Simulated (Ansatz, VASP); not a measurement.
**Si3C: VASP beside Ansatz**

```
CELL_PARAMETERS angstrom
2.79968 0.00000 0.00000
-1.39984 2.42459 0.00000
0.00000 0.00000 7.64517
ATOMIC_POSITIONS crystal
Si 0.33333 0.66667 0.84180
Si 0.33333 0.66667 0.15820
Si 0.66667 0.33333 0.50000
C 0.66667 0.33333 0.00000
```

Alike in both runs: functional PBE; k mesh 6 × 6 × 2; occupations gaussian, width 0.1 eV; no spin polarisation.

Ansatz relaxed the structure, and its values are those at the end. VASP's run is a single point on that final structure, the one shown.

```csv
,VASP,Ansatz
version,VASP 6.6.1,Ansatz 0.2.0
potentials or method,"VASP PAW PBE potentials, release 64 (Si, C), cutoff 520 eV","scalar-relativistic, plane waves, PAW"
valence electrons in the cell,16,16
```

VASP gave:

```
gap on the k mesh at the Fermi level (eV) : none
pressure (GPa)                            : 0.0
rms of the force components (eV/Å)        : 0.011
```

Estimate Ansatz's values.

gap on the k mesh at the Fermi level (eV): none; pressure (GPa): 0.0; rms of the force components (eV/Å): 0.001.

A gap of «none» marks a metal or a gap that the smearing closes. The functional is the same, so the differences come from potentials, cutoffs and numerics.

The k mesh is coarse, so the values compare programs but aren't converged.
